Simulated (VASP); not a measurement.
# LiSi16 (a cell with a defect) in VASP: single point with PBE

Aim: the single point of LiSi16 (a cell with a defect) with PBE.

Program: VASP 6.6.1. These are calculated values, not measurements. Logs are shortened: lines on timing, memory, paths and dates and some standing lists are left out, and cuts for length are marked.

## (1) The cell of the first run

The cell holds a defect, 17 atoms: a = 7.679 Å, b = 7.679 Å, c = 7.679 Å, α = 60.00°, β = 60.00°, γ = 60.00°.

## (2) Single point, PBE

Contents of INCAR:

```
PREC = Accurate
ENCUT = 520
EDIFF = 1E-7
ISMEAR = -1
SIGMA = 0.02
LREAL = Auto
LASPH = T
NELM = 60
ALGO = Normal
ISIF = 2
LWAVE = F
LCHARG = F
GGA = PE
NELECT = 66.0
NBANDS = 48
```

Contents of KPOINTS:

```
regular mesh
0
Gamma
  2 2 2
```

Contents of POSCAR:

```
LiSi16
1.0
    0.0000000000      5.4300000000      5.4300000000
    5.4300000000      0.0000000000      5.4300000000
    5.4300000000      5.4300000000      0.0000000000
Si Li
16 1
Direct
   -0.0000719344      0.0000188095     -0.0000280863
    0.1243514677      0.1238927205      0.1240935407
    0.0024592025      0.0018535058      0.4979351165
    0.1245485808      0.1240702737      0.6275111542
    0.0024478492      0.4977386975      0.0021566909
    0.1244479966      0.6275778171      0.1241864236
    0.0024962746      0.4979520306      0.4980503741
    0.1332017623      0.6222798085      0.6223776081
    0.4981847208      0.0018177594      0.0021364966
    0.6274474670      0.1241808785      0.1243999323
    0.4984161066      0.0018514434      0.4982828091
    0.6230114869      0.1314867872      0.6229030977
    0.4983031125      0.4980692975      0.0021721530
    0.6227441586      0.6225333843      0.1323481294
    0.5012501079      0.4996287524      0.5004429796
    0.6232983300      0.6230388073      0.6231797193
    0.7530144106      0.7490045269      0.7508348611
```

Potentials or basis: VASP PAW PBE potentials, release 64 (Si, Li_sv).

The run is started by

```sh
cat potpaw_PBE.64/Si/POTCAR potpaw_PBE.64/Li_sv/POTCAR > POTCAR
mpirun -np 1 vasp_std > vasp.out
```

OUTCAR:

```text
PREC = Accurate
   ENCUT = 520
   EDIFF = 1E-7
   ISMEAR = -1
   LREAL = Auto
   LASPH = T
   NELM = 60
   ISIF = 2
   GGA = PE
   NELECT = 66.0

 ion  position               nearest neighbor table
   1  1.000  0.000  1.000-   2 2.34   6 2.34   4 2.34  10 2.34
   2  0.124  0.124  0.124-   1 2.34   9 2.34   3 2.34   5 2.34
   3  0.002  0.002  0.498-   2 2.34   4 2.34  12 2.38   8 2.38  17 2.73
   4  0.125  0.124  0.628-   1 2.34  11 2.34   7 2.34   3 2.34
   5  0.002  0.498  0.002-   2 2.34   6 2.34  14 2.38   8 2.38  17 2.72
   6  0.124  0.628  0.124-   1 2.34  13 2.34   7 2.34   5 2.34
   7  0.002  0.498  0.498-   6 2.34   4 2.34  16 2.38   8 2.38  17 2.74
   8  0.133  0.622  0.622-  15 2.31   7 2.38   3 2.38   5 2.38  17 2.38
   9  0.498  0.002  0.002-   2 2.34  10 2.34  12 2.38  14 2.38  17 2.74
  10  0.627  0.124  0.124-   1 2.34  11 2.34  13 2.34   9 2.34
  11  0.498  0.002  0.498-   4 2.34  10 2.34  16 2.38  12 2.38  17 2.75
  12  0.623  0.131  0.623-  15 2.31  11 2.38   9 2.38   3 2.38  17 2.40
  13  0.498  0.498  0.002-   6 2.34  10 2.34  16 2.38  14 2.38  17 2.75
  14  0.623  0.623  0.132-  15 2.31  13 2.38   9 2.38   5 2.38  17 2.39
  15  0.501  0.500  0.500-   8 2.31  14 2.31  12 2.31  16 2.31
  16  0.623  0.623  0.623-  15 2.31  11 2.38  13 2.38   7 2.38  17 2.40
  17  0.753  0.749  0.751-   8 2.38  14 2.39  12 2.40  16 2.40   5 2.72   3 2.73   7 2.74   9 2.74
                            13 2.75  11 2.75

  LATTYP: Found a face centered cubic cell.
 ALAT       =    10.8600000000

  Lattice vectors:

 A1 = (   0.0000000000,   5.4300000000,   5.4300000000)
 A2 = (   5.4300000000,   0.0000000000,   5.4300000000)
 A3 = (   5.4300000000,   5.4300000000,   0.0000000000)

Analysis of symmetry for initial positions (statically):
=====================================================================
 Subroutine PRICEL returns:
 Original cell was already a primitive cell.

 Routine SETGRP: Setting up the symmetry group for a
 face centered cubic supercell.

 Subroutine GETGRP returns: Found  1 space group operations
 (whereof  1 operations were pure point group operations)
 out of a pool of 48 trial point group operations.

The static configuration has the point symmetry C_1 .

Analysis of symmetry for dynamics (positions and initial velocities):
=====================================================================
 Subroutine PRICEL returns:
 Original cell was already a primitive cell.
[... 124 lines left out ...]
   NSW    =      0    number of steps for IOM
   IBRION =     -1    ionic relax: 0-MD 1-quasi-New 2-CG
   NFREE  =      0    steps in history (QN), initial steepest desc. (CG)
   ISIF   =      2    stress and relaxation
   ISYM   =      2    0-nonsym 1-usesym 2-fastsym
   POTIM  = 0.5000    time-step for ionic-motion
   TEBEG  =    0.0;   TEEND  =   0.0 temperature during run
   PSTRESS=    0.0 pullay stress
   NELECT =      66.0000    total number of electrons
   NUPDOWN=      -1.0000    fix difference up-down
   EMIN   =  10.00;   EMAX   =-10.00  energy-range for DOS
   EFERMI =   0.00;   METHOD = LEGACY
   ISMEAR =    -1;   SIGMA  =   0.02  broadening in eV -4-tet -1-fermi 0-gaus
   EFERMI_NEDOS =   21; number of points for ismear=-14 and -15
   IALGO  =     38    algorithm
   IMIX   =      4    mixing-type and parameters
     AMIX     =   0.40;   BMIX     =  1.00
     AMIX_MAG =   1.60;   BMIX_MAG =  1.00
  volume/ion in A,a.u.               =      18.84       127.11
  Fermi-wavevector in a.u.,A,eV,Ry     =   0.967044  1.827449 12.723821  0.935174
  Thomas-Fermi vector in A             =   2.096897
   LORBIT       =      0    0 simple, 1 ext, 2 COOP (PROOUT), +10 PAW based schemes
   GGA     = PE    functional components
   LHFCALC =     F    Hartree Fock is set to
   AEXX    =    0.0000 exact exchange contribution
   IVDW    =     0    specifies the selected vdW correction
   LEPSILON=     F    determine dielectric tensor
   LRPA    =     F    only Hartree local field effects (RPA)
 non-spin polarized calculation
  energy-cutoff  :      520.00
  volume of cell :      320.21
 maximum number of plane-waves:      8646
 NGX is ok and might be reduce to    60
   NGX = 29   NGY = 29   NGZ = 29

 number of electron      66.0000000 magnetization

 Free energy of the ion-electron system (eV)
  ---------------------------------------------------
  ext. energy  EPLUGINS =         0.00000000
  ---------------------------------------------------
  free energy    TOTEN  =       -93.51348606 eV

  energy without entropy =      -93.51348600  energy(sigma->0) =      -93.51348603

 E-fermi :   6.3624     XC(G=0):  -9.4409

 val. band max:        6.0430881135   @ k =   0.0000   0.0000   0.0000
 cond. band min:       6.6834014713   @ k =   0.0000   0.0000   0.0000
 fundamental gap:      0.6403133578
 Fermi energy:         6.3623707749

 k-point     1 :       0.0000    0.0000    0.0000
  band No.  band energies     occupation
      1     -40.3788      2.00000
      2      -5.9234      2.00000
      3      -3.6738      2.00000
      4      -3.6113      2.00000
      5      -3.6107      2.00000
      6      -3.6105      2.00000
[... 373 lines left out ...]
     44      10.3329      0.00000
     45      10.4003      0.00000
 [bands above 45 left out]

------------------------ aborting loop because EDIFF is reached ----------------------------------------

  FORCE on cell =-STRESS in cart. coord.  units (eV):
  Direction    XX          YY          ZZ          XY          YZ          ZX
  --------------------------------------------------------------------------------------
  -------------------------------------------------------------------------------------
  Total       -1.1501408     -1.1526311     -1.1519053     -0.0162851      0.0078661     -0.0318268
  in kB       -5.7548250     -5.7672853     -5.7636534     -0.0814837      0.0393588     -0.1592478
  external PRESSURE =      -5.7619212 kB  Pullay stress =       0.0000000 kB

 VOLUME and BASIS-vectors are now :
 -----------------------------------------------------------------------------
  energy-cutoff  :      520.00
  volume of cell :      320.21
      direct lattice vectors                 reciprocal lattice vectors
     0.000000000  5.430000000  5.430000000    -0.092081031  0.092081031  0.092081031
     5.430000000  0.000000000  5.430000000     0.092081031 -0.092081031  0.092081031
     5.430000000  5.430000000  0.000000000     0.092081031  0.092081031 -0.092081031

 POSITION                                       TOTAL-FORCE (eV/Angst)
 -----------------------------------------------------------------------------------
      5.42995     10.85946      5.42971        -0.000163      0.002001      0.001053
      1.34657      1.34906      1.34797         0.013633      0.007334      0.009879
      2.71385      2.71714      0.02342        -0.007017      0.007509     -0.006206
      4.08109      4.08368      1.35000        -0.004639     -0.010841      0.002692
      2.71443      0.02500      2.71601        -0.003821     -0.012112      0.004989
      4.08208      1.35008      4.08350        -0.008552      0.003827     -0.011739
[... 9 lines left out ...]
      6.76697      6.76838      6.76761        -0.012221      0.006116     -0.002438
      8.14413      8.16590      8.15596         0.005725     -0.042522     -0.023264
 -----------------------------------------------------------------------------------
    total drift:                               -0.001852      0.001273      0.000826

  FREE ENERGIE OF THE ION-ELECTRON SYSTEM (eV)
  ---------------------------------------------------
  free  energy   TOTEN  =       -93.5134860557 eV

  energy  without entropy=      -93.5134860011  energy(sigma->0) =      -93.51348603
```

Run time: 2.5 min. Hardware: 1 thread of Intel Xeon 6975P-C (Granite Rapids), shared host; peak memory 0.47 GiB.

Results:

```yaml
Free_energy: -93.5135 eV
Largest_force: 0.049 eV/Å
```

Forces on the atoms (eV/Å):
```
Si   0.000  0.002  0.001
Si   0.014  0.007  0.010
Si  -0.007  0.008 -0.006
Si  -0.005 -0.011  0.003
Si  -0.004 -0.012  0.005
Si  -0.009  0.004 -0.012
Si   0.001  0.010  0.010
Si   0.009  0.010  0.000
Si  -0.002  0.003 -0.003
Si   0.002 -0.006 -0.004
Si   0.003 -0.009  0.001
Si   0.003  0.015  0.013
Si   0.006  0.005 -0.004
Si  -0.005  0.015  0.014
Si   0.000 -0.004 -0.002
Si  -0.012  0.006 -0.002
Li   0.006 -0.043 -0.023
```

Caveat: the k points lie up to 0.50 Å⁻¹ apart; the cell carries a net charge on a neutralising background, which shifts energy and pressure; the cell is charged against a uniform background, so pressure and absolute levels hang on convention; the cutoff is under 1.25 times the usual one of these potentials, so pressure, stress and relaxed cells hold a basis-set (Pulay) error.
